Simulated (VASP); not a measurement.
# CO2 (Pa-3) in VASP: relaxation of cell and atoms with r2SCAN

Aim: the relaxation of cell and atoms of CO2 with r2SCAN.

All numbers are computed with VASP 6.6.1; they aren't measurements. Logs are shortened: lines on timing, memory, paths and dates and some standing lists are left out, and cuts for length are marked.

## Step 1: The cell of the first run

Symmetry: Pa-3, No. 205, cubic system. The conventional cell has a = 4.778 Å, b = 4.778 Å, c = 4.778 Å, α = 90.00°, β = 90.00°, γ = 90.00°. C (site symmetry -3) has 2 O at 1.15 Å within 1.5 Å. O (site symmetry 3) has 1 C at 1.15 Å within 1.5 Å.

## Step 2: Relaxation of cell and atoms, r2SCAN, target pressure 30 GPa, at which the enthalpy is minimised

Input file POSCAR:

```
CO2
1.0
    4.7782067781      0.0000000000      0.0000000000
    0.0000000000      4.7782067781      0.0000000000
    0.0000000000      0.0000000000      4.7782067781
C O
4 8
Direct
    0.0000000000      0.0000000000      0.0000000000
    0.5000000000      0.0000000000      0.5000000000
    0.5000000000      0.5000000000      0.0000000000
    0.0000000000      0.5000000000      0.5000000000
    0.1390127580      0.1390127580      0.1390127580
    0.8609872420      0.8609872420      0.8609872420
    0.3609872420      0.8609872420      0.6390127580
    0.6390127580      0.1390127580      0.3609872420
    0.6390127580      0.3609872420      0.8609872420
    0.3609872420      0.6390127580      0.1390127580
    0.8609872420      0.6390127580      0.3609872420
    0.1390127580      0.3609872420      0.6390127580
```

Input file INCAR.step1:

```
  ALGO = Normal
  EDIFF = 1E-4
  ENCUT = 600
  GGA = PE
  ISMEAR = 0
  LASPH = T
  LCHARG = F
  LREAL = F
  LWAVE = T
  NELM = 100
  PREC = Accurate
  SIGMA = 0.01
```

Input file INCAR.step2:

```
  ALGO = Normal
  EDIFF = 1E-7
  EDIFFG = -0.003
  ENCUT = 600
  IBRION = 2
  ISIF = 3
  ISMEAR = 0
  ISTART = 1
  LASPH = T
  LCHARG = F
  LMIXTAU = T
  LREAL = F
  LWAVE = F
  METAGGA = R2SCAN
  NELM = 100
  NSW = 80
  PREC = Accurate
  PSTRESS = 300.0
  SIGMA = 0.01
```

Input file KPOINTS:

```
k-points
0
Gamma
  4 4 4
```

Potentials or basis: VASP PAW PBE potentials, release 64 (C, O).

The run is started by

```sh
cat potpaw_PBE.64/C/POTCAR potpaw_PBE.64/O/POTCAR > POTCAR
cp INCAR.step1 INCAR
mpirun -np 1 vasp_std > vasp.out
cp INCAR.step2 INCAR
mpirun -np 1 vasp_std > vasp.out
```

OUTCAR:

```text
EDIFF = 1E-7
   EDIFFG = -0.003
   ENCUT = 600
   IBRION = 2
   ISIF = 3
   ISMEAR = 0
   ISTART = 1
   LASPH = T
   LREAL = F
   METAGGA = R2SCAN
   NELM = 100
   NSW = 80
   PREC = Accurate
   PSTRESS = 300.0

 ion  position               nearest neighbor table
   1  0.000  0.000  0.000-   5 1.15   6 1.15
   2  0.500  0.000  0.500-   7 1.15   8 1.15
   3  0.500  0.500  0.000-   9 1.15  10 1.15
   4  0.000  0.500  0.500-  11 1.15  12 1.15
   5  0.139  0.139  0.139-   1 1.15
   6  0.861  0.861  0.861-   1 1.15
   7  0.361  0.861  0.639-   2 1.15
   8  0.639  0.139  0.361-   2 1.15
   9  0.639  0.361  0.861-   3 1.15
  10  0.361  0.639  0.139-   3 1.15
  11  0.861  0.639  0.361-   4 1.15
  12  0.139  0.361  0.639-   4 1.15

  LATTYP: Found a simple cubic cell.
 ALAT       =     4.7782067781

  Lattice vectors:

 A1 = (   4.7782067781,   0.0000000000,   0.0000000000)
 A2 = (   0.0000000000,   4.7782067781,   0.0000000000)
 A3 = (   0.0000000000,   0.0000000000,   4.7782067781)

Analysis of symmetry for initial positions (statically):
=====================================================================
 Subroutine PRICEL returns:
 Original cell was already a primitive cell.

 Routine SETGRP: Setting up the symmetry group for a
 simple cubic supercell.

 Subroutine GETGRP returns: Found 24 space group operations
 (whereof  6 operations were pure point group operations)
 out of a pool of 48 trial point group operations.

The static configuration has the point symmetry S_6 .
 The point group associated with its full space group is T_h .

Analysis of symmetry for dynamics (positions and initial velocities):
=====================================================================
 Subroutine PRICEL returns:
 Original cell was already a primitive cell.

 Routine SETGRP: Setting up the symmetry group for a
 simple cubic supercell.

 Subroutine GETGRP returns: Found 24 space group operations
 (whereof  6 operations were pure point group operations)
 out of a pool of 48 trial point group operations.

The dynamic configuration has the point symmetry S_6 .
 The point group associated with its full space group is T_h .

 Subroutine INISYM returns: Found 24 space group operations
 (whereof  6 operations are pure point group operations),
 and found     1 'primitive' translations

----------------------------------------------------------------------------------------

                                     Primitive cell

  volume of cell :     109.0925

[... 75 lines left out ...]
  0.500000  0.500000  0.500000      1.000000
   k-points           NKPTS =     11   k-points in BZ     NKDIM =     11   number of bands    NBANDS=     39
   number of dos      NEDOS =    301   number of ions     NIONS =     12
   total plane-waves  NPLWV =  64000
   dimension x,y,z NGX =    40 NGY =   40 NGZ =   40
   dimension x,y,z NGXF=    80 NGYF=   80 NGZF=   80
   ions per type =               4   8
   NGX,Y,Z   is equivalent  to a cutoff of  13.92, 13.92, 13.92 a.u.
   NGXF,Y,Z  is equivalent  to a cutoff of  27.83, 27.83, 27.83 a.u.
 SYSTEM =  unknown system
   PREC   = accura    normal or accurate (medium, high low for compatibility)
   ISTART =      1    job   : 0-new  1-cont  2-samecut
   ICHARG =      0    charge: 1-file 2-atom 10-const
   ISPIN  =      1    spin polarized calculation?
   LNONCOLLINEAR =      F non collinear calculations
   LSORBIT =      F    spin-orbit coupling
   LASPH  =      T    aspherical Exc in radial PAW
   ENCUT  =  600.0 eV  44.10 Ry    6.64 a.u.   9.54  9.54  9.54*2*pi/ulx,y,z
   NELM   =    100;   NELMIN=  2; NELMDL=  0     # of ELM steps
   EDIFF  = 0.1E-06   stopping-criterion for ELM
   LREAL  =      F    real-space projection
   EDIFFG = -.3E-02   stopping-criterion for IOM
   NSW    =     80    number of steps for IOM
   IBRION =      2    ionic relax: 0-MD 1-quasi-New 2-CG
   NFREE  =      1    steps in history (QN), initial steepest desc. (CG)
   ISIF   =      3    stress and relaxation
   ISYM   =      2    0-nonsym 1-usesym 2-fastsym
   POTIM  = 0.5000    time-step for ionic-motion
   TEBEG  =    0.0;   TEEND  =   0.0 temperature during run
   PSTRESS=  300.0 pullay stress
   NELECT =      64.0000    total number of electrons
   NUPDOWN=      -1.0000    fix difference up-down
   EMIN   =  10.00;   EMAX   =-10.00  energy-range for DOS
   EFERMI =   0.00;   METHOD = LEGACY
   ISMEAR =     0;   SIGMA  =   0.01  broadening in eV -4-tet -1-fermi 0-gaus
   EFERMI_NEDOS =   21; number of points for ismear=-14 and -15
   IALGO  =     38    algorithm
   IMIX   =      4    mixing-type and parameters
     AMIX     =   0.40;   BMIX     =  1.00
     AMIX_MAG =   1.60;   BMIX_MAG =  1.00
  volume/ion in A,a.u.               =       9.09        61.35
  Fermi-wavevector in a.u.,A,eV,Ry     =   1.370471  2.589815 25.554340  1.878191
  Thomas-Fermi vector in A             =   2.496254
   LORBIT       =      0    0 simple, 1 ext, 2 COOP (PROOUT), +10 PAW based schemes
   METAGGA = R2SCAN    functional components
   LHFCALC =     F    Hartree Fock is set to
   AEXX    =    0.0000 exact exchange contribution
   IVDW    =     0    specifies the selected vdW correction
   LEPSILON=     F    determine dielectric tensor
   LRPA    =     F    only Hartree local field effects (RPA)
 conjugate gradient relaxation of ions
 non-spin polarized calculation
 Gauss-broadening in eV      SIGMA  =   0.01
  energy-cutoff  :      600.00
  volume of cell :      109.09
 maximum number of plane-waves:      3743
 NGX is ok and might be reduce to    40
   NGX = 19   NGY = 19   NGZ = 19

--------------------------------------- Ionic step        1  -------------------------------------------

 number of electron      64.0000019 magnetization

 Free energy of the ion-electron system (eV)
  ---------------------------------------------------
  ext. energy  EPLUGINS =         0.00000000
  ---------------------------------------------------
  free energy    TOTEN  =      -100.79370517 eV

  energy without entropy =     -100.79370517  energy(sigma->0) =     -100.79370517

 E-fermi :  -0.2897     XC(G=0): -11.0444

 val. band max:       -0.3345898882   @ k =   0.0000   0.0000   0.0000
 cond. band min:       7.4907354880   @ k =   0.5000   0.2500   0.2500
 fundamental gap:      7.8253253762
 Fermi energy:        -0.2897112640
[... 1069 lines left out ...]
     38      10.8554      0.00000
     39      10.8554      0.00000

[... ionic steps 4 to 9 ...]

--------------------------------------- Ionic step       10  -------------------------------------------

 number of electron      63.9999977 magnetization

------------------------ aborting loop because EDIFF is reached ----------------------------------------
[... 91 lines left out ...]
--------------------------------------- Ionic step       12  -------------------------------------------

 number of electron      63.9999977 magnetization

 Free energy of the ion-electron system (eV)
  ---------------------------------------------------
  ext. energy  EPLUGINS =         0.00000000
  ---------------------------------------------------
  free energy    TOTEN  =       -99.50277396 eV

  energy without entropy =      -99.50277396  energy(sigma->0) =      -99.50277396

 E-fermi :   0.7265     XC(G=0): -11.5639

 val. band max:        0.5946608417   @ k =   0.0000   0.0000   0.0000
 cond. band min:       8.0656303894   @ k =   0.5000   0.2500   0.2500
 fundamental gap:      7.4709695477
 Fermi energy:         0.7265388244
[... 503 lines left out ...]
  energy  without entropy=      -99.5027739571  energy(sigma->0) =      -99.50277396

  enthalpy is  TOTEN    =       -80.6928387432 eV   P V=       18.8099352139

 reached required accuracy - stopping structural energy minimisation
```

OUTCAR.step1:

```text
EDIFF = 1E-4
   ENCUT = 600
   GGA = PE
   ISMEAR = 0
[... 709 lines left out ...]
      3.05334      1.72487      4.11398         0.898466     -0.898466     -0.898466
      1.72487      3.05334      0.66423        -0.898466      0.898466      0.898466
      4.11398      3.05334      1.72487        -0.898466      0.898466     -0.898466
      0.66423      1.72487      3.05334         0.898466     -0.898466      0.898466
 -----------------------------------------------------------------------------------
    total drift:                                0.000000      0.000000     -0.000000

  FREE ENERGIE OF THE ION-ELECTRON SYSTEM (eV)
  ---------------------------------------------------
  free  energy   TOTEN  =       -88.7990704660 eV

  energy  without entropy=      -88.7990704660  energy(sigma->0) =      -88.79907047
```

OSZICAR.step1:

```text
N       E                     dE             d eps       ncg     rms          rms(c)
DAV:   1     0.430499496833E+03    0.43050E+03   -0.40732E+04   858   0.179E+03
DAV:   2    -0.704906391148E+02   -0.50099E+03   -0.48356E+03  1119   0.376E+02
DAV:   3    -0.949256267415E+02   -0.24435E+02   -0.24241E+02   991   0.880E+01
DAV:   4    -0.953372810353E+02   -0.41165E+00   -0.41051E+00  1093   0.118E+01
DAV:   5    -0.953446308815E+02   -0.73498E-02   -0.73470E-02   935   0.155E+00    0.199E+01
DAV:   6    -0.893293716702E+02    0.60153E+01   -0.21705E+01   942   0.254E+01    0.877E+00
DAV:   7    -0.889030680093E+02    0.42630E+00   -0.82953E-01   991   0.555E+00    0.492E+00
DAV:   8    -0.888108339680E+02    0.92234E-01   -0.65195E-01   893   0.460E+00    0.108E+00
DAV:   9    -0.887981826460E+02    0.12651E-01   -0.77078E-02   991   0.164E+00    0.439E-01
DAV:  10    -0.887989151744E+02   -0.73253E-03   -0.49535E-03   984   0.426E-01    0.788E-02
DAV:  11    -0.887990743499E+02   -0.15918E-03   -0.72957E-04   984   0.152E-01    0.358E-02
DAV:  12    -0.887990704660E+02    0.38839E-05   -0.11067E-04   611   0.601E-02
   1 F= -.88799070E+02 E0= -.88799070E+02  d E =-.174057E-21
```

Run time: 12 min. Hardware: 1 thread of Intel Xeon 6975P-C (Granite Rapids), shared host; peak memory 0.28 GiB.

Results:

* Free energy: -99.5028 eV
* Relaxed volume: 8.37 Å³/atom
* Relaxed cell: a = 4.649 Å, b = 4.649 Å, c = 4.649 Å, α = 90.00°, β = 90.00°, γ = 90.00°
* Space group after relaxing (to 0.1 Å): Pa-3 (No. 205)
* Energy change on relaxing (the run minimises the enthalpy): +107.6 meV/atom
* Ionic steps: 12
* Pressure after relaxing: 30.0 GPa
* Band gap on the k mesh: 7.47 eV (least direct gap 7.64 eV)

The path:
```csv
step,energy change (eV),largest force (eV/Å),pressure (GPa),volume (Å³)
1,0.0000,0.8149,22.78,109.09
2,0.9449,1.2878,21.24,102.75
3,0.8113,1.0609,21.32,103.45
4,1.5306,0.3379,33.34,99.23
5,1.3140,0.0435,29.98,100.33
6,1.3025,0.0644,29.80,100.40
7,1.2797,0.0121,29.84,100.52
8,1.2820,0.0169,29.84,100.50
9,1.2919,0.0085,30.03,100.45
10,1.2901,0.0036,30.00,100.46
11,1.2899,0.0033,30.00,100.46
12,1.2909,0.0019,29.99,100.46
```

Final structure:
```
C O
1.0
     4.64864    0.00000    0.00000
     0.00000    4.64864    0.00000
     0.00000    0.00000    4.64864
C O
4 8
Direct
  0.00000 0.00000 0.00000
  0.50000 0.00000 0.50000
  0.50000 0.50000 0.00000
  0.00000 0.50000 0.50000
  0.14330 0.14330 0.14330
  0.85670 0.85670 0.85670
  0.35670 0.85670 0.64330
  0.64330 0.14330 0.35670
  0.64330 0.35670 0.85670
  0.35670 0.64330 0.14330
  0.85670 0.64330 0.35670
  0.14330 0.35670 0.64330
```

Caveat: the cell is relaxed towards a set pressure, so the run minimises the enthalpy, not the energy; the PAW data sets were made with another functional, which shifts forces and pressure a little. A k mesh can miss the band edges.
